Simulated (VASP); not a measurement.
# RbBr (Pm-3m) in VASP: further runs

RbBr is run at these levels: RPBE, revPBE; tasks: single point.

Program: VASP 6.6.1. These are calculated values, not measurements. Logs are shortened: lines on timing, memory, paths and dates and some standing lists are left out, and cuts for length are marked.

### Step 1. The cell of the first run

It takes space group Pm-3m (No. 221, cubic). Conventional cell: a = 4.352 Å, b = 4.352 Å, c = 4.352 Å, α = 90.00°, β = 90.00°, γ = 90.00°. Rb (site symmetry m-3m) has 8 Br at 3.77 Å and 6 Rb at 4.35 Å within 4.9 Å. Br (site symmetry m-3m) has 8 Rb at 3.77 Å and 6 Br at 4.35 Å within 4.9 Å.

### Step 2. Single point, RPBE

Contents of INCAR:

```
SYSTEM = RbBr
PREC = Accurate
ENCUT = 520
EDIFF = 1E-6
ISMEAR = -1
SIGMA = 0.05
LREAL = .False.
LASPH = .True.
NELM = 80
ALGO = Normal
ISIF = 2
LWAVE = .False.
LCHARG = .True.
GGA = RP
LELF = .True.
LVHAR = .True.
NBANDS = 15
```

Contents of KPOINTS:

```
regular mesh
0
Gamma
  7 7 7
  0 0 0
```

Contents of POSCAR:

```
RbBr
1.0
    4.3521660424      0.0000000000      0.0000000000
    0.0000000000      4.3521660424      0.0000000000
    0.0000000000      0.0000000000      4.3521660424
Rb Br
1 1
Direct
    0.0000000000      0.0000000000      0.0000000000
    0.5000000000      0.5000000000      0.5000000000
```

Potentials or basis: VASP PAW PBE potentials, release 64 (Rb_sv, Br).

Run with:

```bash
cat potpaw_PBE.64/Rb_sv/POTCAR potpaw_PBE.64/Br/POTCAR > POTCAR
mpirun -np 1 vasp_std > vasp.out
```

OUTCAR:

```text
SYSTEM = RbBr
   PREC = Accurate
   ENCUT = 520
   EDIFF = 1E-6
   ISMEAR = -1
   LREAL = .False.
   LASPH = .True.
   NELM = 80
   ISIF = 2
   GGA = RP

 ion  position               nearest neighbor table
   1  0.000  0.000  0.000-   2 3.77   2 3.77   2 3.77   2 3.77   2 3.77   2 3.77   2 3.77   2 3.77

   2  0.500  0.500  0.500-   1 3.77   1 3.77   1 3.77   1 3.77   1 3.77   1 3.77   1 3.77   1 3.77

  LATTYP: Found a simple cubic cell.
 ALAT       =     4.3521660424

  Lattice vectors:

 A1 = (   4.3521660424,   0.0000000000,   0.0000000000)
 A2 = (   0.0000000000,   4.3521660424,   0.0000000000)
 A3 = (   0.0000000000,   0.0000000000,   4.3521660424)

Analysis of symmetry for initial positions (statically):
=====================================================================
 Subroutine PRICEL returns:
 Original cell was already a primitive cell.

 Routine SETGRP: Setting up the symmetry group for a
 simple cubic supercell.

 Subroutine GETGRP returns: Found 48 space group operations
 (whereof 48 operations were pure point group operations)
 out of a pool of 48 trial point group operations.

The static configuration has the point symmetry O_h .

Analysis of symmetry for dynamics (positions and initial velocities):
=====================================================================
 Subroutine PRICEL returns:
 Original cell was already a primitive cell.

 Routine SETGRP: Setting up the symmetry group for a
 simple cubic supercell.

 Subroutine GETGRP returns: Found 48 space group operations
 (whereof 48 operations were pure point group operations)
 out of a pool of 48 trial point group operations.

The dynamic configuration has the point symmetry O_h .

 Subroutine INISYM returns: Found 48 space group operations
 (whereof 48 operations are pure point group operations),
 and found     1 'primitive' translations

----------------------------------------------------------------------------------------

                                     Primitive cell

  volume of cell :      82.4359

  direct lattice vectors                    reciprocal lattice vectors
     4.352166042  0.000000000  0.000000000     0.229770645  0.000000000  0.000000000
     0.000000000  4.352166042  0.000000000     0.000000000  0.229770645  0.000000000
     0.000000000  0.000000000  4.352166042     0.000000000  0.000000000  0.229770645

  length of vectors
     4.352166042  4.352166042  4.352166042     0.229770645  0.229770645  0.229770645

  position of ions in fractional coordinates (direct lattice)
     0.000000000  0.000000000  0.000000000
     0.500000000  0.500000000  0.500000000

  ion indices of the primitive-cell ions
   primitive index   ion index
                 1           1
                 2           2

----------------------------------------------------------------------------------------

 KPOINTS: regular mesh

Automatic generation of k-mesh.
 Grid dimensions read from file:
 generate k-points for:    7    7    7

 Generating k-lattice:

  Cartesian coordinates                     Fractional coordinates (reciprocal lattice)
     0.032824378  0.000000000  0.000000000     0.142857143  0.000000000  0.000000000
     0.000000000  0.032824378  0.000000000     0.000000000  0.142857143  0.000000000
     0.000000000  0.000000000  0.032824378     0.000000000  0.000000000  0.142857143

  Length of vectors
     0.032824378  0.032824378  0.032824378

  Shift w.r.t. Gamma in fractional coordinates (k-lattice)
     0.000000000  0.000000000  0.000000000

 Subroutine IBZKPT returns following result:
 ===========================================

 Found     20 irreducible k-points:

 Following reciprocal coordinates:
            Coordinates               Weight
  0.000000  0.000000  0.000000      1.000000
  0.142857  0.000000  0.000000      6.000000
  0.285714  0.000000  0.000000      6.000000
  0.428571  0.000000  0.000000      6.000000
  0.142857  0.142857  0.000000     12.000000
  0.285714  0.142857  0.000000     24.000000
[... 12 lines left out ...]
  0.428571  0.428571  0.285714     24.000000
  0.428571  0.428571  0.428571      8.000000
   k-points           NKPTS =     20   k-points in BZ     NKDIM =     20   number of bands    NBANDS=     15
   number of dos      NEDOS =    301   number of ions     NIONS =      2
   total plane-waves  NPLWV =  32768
   dimension x,y,z NGX =    32 NGY =   32 NGZ =   32
   dimension x,y,z NGXF=    64 NGYF=   64 NGZF=   64
   ions per type =               1   1
   NGX,Y,Z   is equivalent  to a cutoff of  12.22, 12.22, 12.22 a.u.
   NGXF,Y,Z  is equivalent  to a cutoff of  24.45, 24.45, 24.45 a.u.
 SYSTEM =  RbBr
   PREC   = accura    normal or accurate (medium, high low for compatibility)
   ISTART =      0    job   : 0-new  1-cont  2-samecut
   ICHARG =      2    charge: 1-file 2-atom 10-const
   ISPIN  =      1    spin polarized calculation?
   LNONCOLLINEAR =      F non collinear calculations
   LSORBIT =      F    spin-orbit coupling
   LASPH  =      T    aspherical Exc in radial PAW
   ENCUT  =  520.0 eV  38.22 Ry    6.18 a.u.   8.09  8.09  8.09*2*pi/ulx,y,z
   NELM   =     80;   NELMIN=  2; NELMDL= -5     # of ELM steps
   EDIFF  = 0.1E-05   stopping-criterion for ELM
   LREAL  =      F    real-space projection
   EDIFFG = 0.1E-04   stopping-criterion for IOM
   NSW    =      0    number of steps for IOM
   IBRION =     -1    ionic relax: 0-MD 1-quasi-New 2-CG
   NFREE  =      0    steps in history (QN), initial steepest desc. (CG)
   ISIF   =      2    stress and relaxation
   ISYM   =      2    0-nonsym 1-usesym 2-fastsym
   POTIM  = 0.5000    time-step for ionic-motion
   TEBEG  =    0.0;   TEEND  =   0.0 temperature during run
   PSTRESS=    0.0 pullay stress
   NELECT =      16.0000    total number of electrons
   NUPDOWN=      -1.0000    fix difference up-down
   EMIN   =  10.00;   EMAX   =-10.00  energy-range for DOS
   EFERMI =   0.00;   METHOD = LEGACY
   ISMEAR =    -1;   SIGMA  =   0.05  broadening in eV -4-tet -1-fermi 0-gaus
   EFERMI_NEDOS =   21; number of points for ismear=-14 and -15
   IALGO  =     38    algorithm
   IMIX   =      4    mixing-type and parameters
     AMIX     =   0.40;   BMIX     =  1.00
     AMIX_MAG =   1.60;   BMIX_MAG =  1.00
  volume/ion in A,a.u.               =      41.22       278.15
  Fermi-wavevector in a.u.,A,eV,Ry     =   0.947857  1.791190 12.223915  0.898432
  Thomas-Fermi vector in A             =   2.075990
   LORBIT       =      0    0 simple, 1 ext, 2 COOP (PROOUT), +10 PAW based schemes
   GGA     = RP    functional components
   LHFCALC =     F    Hartree Fock is set to
   AEXX    =    0.0000 exact exchange contribution
   IVDW    =     0    specifies the selected vdW correction
   LEPSILON=     F    determine dielectric tensor
   LRPA    =     F    only Hartree local field effects (RPA)
 non-spin polarized calculation
  energy-cutoff  :      520.00
  volume of cell :       82.44
 maximum number of plane-waves:      2248
   NGX = 17   NGY = 17   NGZ = 17

 number of electron      16.0000000 magnetization

 Free energy of the ion-electron system (eV)
  ---------------------------------------------------
  ext. energy  EPLUGINS =         0.00000000
  ---------------------------------------------------
  free energy    TOTEN  =        -5.65440073 eV

  energy without entropy =       -5.65440073  energy(sigma->0) =       -5.65440073

 E-fermi :  -0.0432     XC(G=0):  -6.9454

 val. band max:       -1.2230287337   @ k =   0.4286   0.4286   0.0000
 cond. band min:       2.7050031958   @ k =   0.0000   0.0000   0.0000
 fundamental gap:      3.9280319296
 Fermi energy:        -0.0432481471

 k-point     1 :       0.0000    0.0000    0.0000
  band No.  band energies     occupation
      1     -26.6591      2.00000
      2     -13.5444      2.00000
      3     -10.6720      2.00000
      4     -10.6720      2.00000
      5     -10.6720      2.00000
      6      -1.3424      2.00000
      7      -1.3424      2.00000
      8      -1.3424      2.00000
      9       2.7050      0.00000
     10       4.7033      0.00000
     11       4.7033      0.00000
     12       8.3287      0.00000
     13       8.3287      0.00000
     14       8.3287      0.00000
     15      10.8805      0.00000

 k-point     2 :       0.1429    0.0000    0.0000
  band No.  band energies     occupation
      1     -26.6573      2.00000
      2     -13.5416      2.00000
      3     -10.6906      2.00000
      4     -10.6676      2.00000
      5     -10.6676      2.00000
      6      -1.6139      2.00000
      7      -1.3458      2.00000
      8      -1.3458      2.00000
      9       3.1116      0.00000
     10       4.8359      0.00000
     11       5.0317      0.00000
     12       8.2400      0.00000
     13       8.2400      0.00000
     14       8.4206      0.00000
     15      10.0804      0.00000

 k-point     3 :       0.2857    0.0000    0.0000
  band No.  band energies     occupation
      1     -26.6533      2.00000
      2     -13.5356      2.00000
      3     -10.7304      2.00000
      4     -10.6576      2.00000
      5     -10.6576      2.00000
      6      -2.1117      2.00000
      7      -1.3538      2.00000
      8      -1.3538      2.00000
      9       4.0527      0.00000
     10       5.2102      0.00000
     11       5.7414      0.00000
     12       8.1244      0.00000
     13       8.1244      0.00000
     14       8.6587      0.00000
     15       8.7888      0.00000
[... 271 lines left out ...]
 k-point    19 :       0.4286    0.4286    0.2857
  band No.  band energies     occupation
      1     -26.6363      2.00000
      2     -13.3953      2.00000
      3     -10.8124      2.00000
      4     -10.8099      2.00000
      5     -10.7413      2.00000
      6      -2.0920      2.00000
      7      -2.0867      2.00000
      8      -1.8311      2.00000
      9       5.4894      0.00000
     10       6.3677      0.00000
     11       6.6302      0.00000
     12       6.8046      0.00000
     13       7.7467      0.00000
     14       7.8846      0.00000
     15      10.0016      0.00000

 k-point    20 :       0.4286    0.4286    0.4286
  band No.  band energies     occupation
      1     -26.6333      2.00000
      2     -13.3724      2.00000
      3     -10.8018      2.00000
      4     -10.7995      2.00000
      5     -10.7995      2.00000
      6      -2.1255      2.00000
      7      -2.1255      2.00000
      8      -2.0983      2.00000
      9       6.2831      0.00000
     10       6.6429      0.00000
     11       6.6429      0.00000
     12       7.3744      0.00000
     13       7.5772      0.00000
     14       7.5772      0.00000
     15      10.1087      0.00000

------------------------ aborting loop because EDIFF is reached ----------------------------------------

  FORCE on cell =-STRESS in cart. coord.  units (eV):
  Direction    XX          YY          ZZ          XY          YZ          ZX
  --------------------------------------------------------------------------------------
  -------------------------------------------------------------------------------------
  Total        0.0292673      0.0292673      0.0292673     -0.0000000     -0.0000000      0.0000000
  in kB        0.5688231      0.5688231      0.5688231     -0.0000000     -0.0000000      0.0000000
  external PRESSURE =       0.5688231 kB  Pullay stress =       0.0000000 kB

 VOLUME and BASIS-vectors are now :
 -----------------------------------------------------------------------------
  energy-cutoff  :      520.00
  volume of cell :       82.44
      direct lattice vectors                 reciprocal lattice vectors
     4.352166042  0.000000000  0.000000000     0.229770645  0.000000000  0.000000000
     0.000000000  4.352166042  0.000000000     0.000000000  0.229770645  0.000000000
     0.000000000  0.000000000  4.352166042     0.000000000  0.000000000  0.229770645

 POSITION                                       TOTAL-FORCE (eV/Angst)
 -----------------------------------------------------------------------------------
      0.00000      0.00000      0.00000         0.000000      0.000000      0.000000
      2.17608      2.17608      2.17608         0.000000      0.000000      0.000000
 -----------------------------------------------------------------------------------
    total drift:                                0.000000      0.000000     -0.000000

  FREE ENERGIE OF THE ION-ELECTRON SYSTEM (eV)
  ---------------------------------------------------
  free  energy   TOTEN  =        -5.6544007306 eV

  energy  without entropy=       -5.6544007306  energy(sigma->0) =       -5.65440073
```

Wall time 31 s (1 thread of Intel Xeon 8259CL, shared host); peak memory 0.18 GiB.

What came out:

```yaml
Free_energy: -5.6544 eV
Pressure: 0.1 GPa
Band_gap_on_the_k_mesh: 3.93 eV (least direct gap 4.05 eV)
```

Levels at points of the mesh, in eV from the valence-band top:
| k point | band 6 | band 7 | band 8 | band 9 | band 10 | band 11 |
| --- | --- | --- | --- | --- | --- | --- |
| (0.00, 0.00, 0.00) | -0.12 | -0.12 | -0.12 | 3.93 | 5.93 | 5.93 |

Caveat: the PAW data sets were made with another functional, which shifts forces and pressure a little; an odd mesh through Γ misses points on the zone boundary, where band edges can lie.

(Part 1 of 2 ends here.)
